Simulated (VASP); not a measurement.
Set up this calculation in VASP 6.6.1, as the native input.

```
Task                   : single point
Functional             : PBE
Potentials or basis    : VASP PAW PBE potentials, release 64 (Ca_sv, Ge_d, N)
Cutoff                 : 520 eV
k mesh                 : 3 × 3 × 6
Occupations            : gaussian, width 0.1 eV
Spin                   : no spin polarisation
Dipole correction      : no
Further INCAR settings : ALGO = Normal; EDIFF = 1e-06; NBANDS = 42
```

The structure of Ca2Ge3N lies in POSCAR:

```
Ca2Ge3N
1.0
    5.8324084200      0.0000000000      0.0000000000
   -2.9162042100      5.0510138500      0.0000000000
    0.0000000000      0.0000000000      3.6585106200
Ca Ge N
2 3 1
Direct
    0.3333333300      0.6666666700      0.0000000000
    0.6666666700      0.3333333300      0.0000000000
    0.5000000000      0.0000000000      0.5000000000
    0.5000000000      0.5000000000      0.5000000000
    0.0000000000      0.5000000000      0.5000000000
    0.0000000000      0.0000000000      0.0000000000
```

The cell was built from a structure type or drawn by symmetry, and may not be a known phase.

One way to write it, as run:

INCAR

```
PREC = Accurate
ENCUT = 520
EDIFF = 1E-6
ISMEAR = 0
SIGMA = 0.1
LREAL = F
LASPH = T
NELM = 80
ALGO = Normal
ISIF = 2
LWAVE = F
LCHARG = F
GGA = PE
NBANDS = 42
```

KPOINTS

```
Automatic mesh
0
Gamma
  3 3 6
```

Potentials or basis: VASP PAW PBE potentials, release 64 (Ca_sv, Ge_d, N).

Launch:

```sh
$ cat potpaw_PBE.64/Ca_sv/POTCAR potpaw_PBE.64/Ge_d/POTCAR potpaw_PBE.64/N/POTCAR > POTCAR
$ mpirun -np 1 vasp_std > vasp.out
```

It gave:

- Pressure: 34.0 GPa
- Band gap on the k mesh: zero (an odd number of electrons rules out a gap without spin polarisation)

Caveat: the k points lie up to 0.41 Å⁻¹ apart, too coarse for converged energies and pressures of a metal.

It took 120 s on 1 thread of Intel(R) Xeon(R) Platinum 8488C (Sapphire Rapids), on a shared host, peak memory 0.26 GiB.
